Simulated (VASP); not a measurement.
Set up this calculation in VASP 6.6.1, as the native input.

* Task: single point
* Functional: LDA
* Potentials or basis: VASP PAW LDA potentials, release 64 (Ca_sv, O)
* Cutoff: 600 eV
* k mesh: 8 × 8 × 8
* Occupations: gaussian, width 0.02 eV
* Spin: no spin polarisation
* Dipole correction: no
* Further INCAR settings: ALGO = Normal; EDIFF = 1e-06; NBANDS = 15

The structure of CaO lies in POSCAR:

```
CaO
1.0
    0.0000000000      2.3539534081      2.3539534081
    2.3539534081      0.0000000000      2.3539534081
    2.3539534081      2.3539534081      0.0000000000
Ca O
1 1
Direct
    0.0000000000      0.0000000000      0.0000000000
    0.5000000000      0.5000000000      0.5000000000
```

These files were run (other wordings do the same):

INCAR

```
SYSTEM = CaO
ALGO = Normal ; EDIFF = 1E-6
ENCUT = 600 ; GGA = CA
GGA_COMPAT = .False. ; ISIF = 2
ISMEAR = 0 ; LASPH = .True.
LCHARG = .True. ; LELF = .True.
LREAL = .False. ; LVHAR = .True.
LWAVE = .False. ; NBANDS = 15
NELM = 120 ; PREC = Accurate
SIGMA = 0.02
```

KPOINTS

```
k-points
0
Gamma
  8 8 8
  0 0 0
```

Potentials or basis: VASP PAW LDA potentials, release 64 (Ca_sv, O).

The run is started by

```console
$ cat potpaw_LDA.64/Ca_sv/POTCAR potpaw_LDA.64/O/POTCAR > POTCAR
$ mpirun -np 1 vasp_std > vasp.out
```

Results of the run:

```
Pressure               : 0.8 GPa
Band gap on the k mesh : 3.42 eV (least direct gap 3.78 eV)
```

Wall time 24 s on 1 thread of Intel Xeon 8259CL (shared host), peak memory 0.15 GiB.
